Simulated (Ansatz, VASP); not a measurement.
# One calculation of Si, two programs

```xyz
2
Lattice="2.7322 0.0000 0.0000 -1.3661 2.3662 0.0000 0.0000 0.0000 4.2810" Properties=species:S:1:pos:R:3 pbc="T T T"
Si    0.0000    1.5774    1.0702
Si    1.3661    0.7887    3.2107
```

Change from the starting cell: strain +0.025 along x and y, -0.050 along z, atoms carried along.

Alike in both runs: task single point; functional LDA; k mesh 24 × 24 × 10; occupations gaussian, width 0.15 eV; no spin polarisation.

```csv
,VASP,Ansatz
version,VASP 6.6.1,Ansatz 0.2.0
potentials or method,"VASP PAW LDA potentials, release 64 (Si), cutoff 520 eV","scalar-relativistic, plane waves, PAW"
valence electrons in the cell,8,8
```

VASP gave:

```
gap on the k mesh at the Fermi level (eV)                     : none
pressure (GPa)                                                : 0.1
traceless stress, the component that is largest in VASP (GPa) : 1.40
```

Question: Which values does Ansatz return?

Answer: gap on the k mesh at the Fermi level (eV): none; pressure (GPa): 0.1; traceless stress, the component that is largest in VASP (GPa): 1.38.

LDA's correlation is that of Perdew and Zunger in VASP and of Perdew and Wang (1992) in Ansatz. A gap of «none» marks a metal or a gap that the smearing closes.
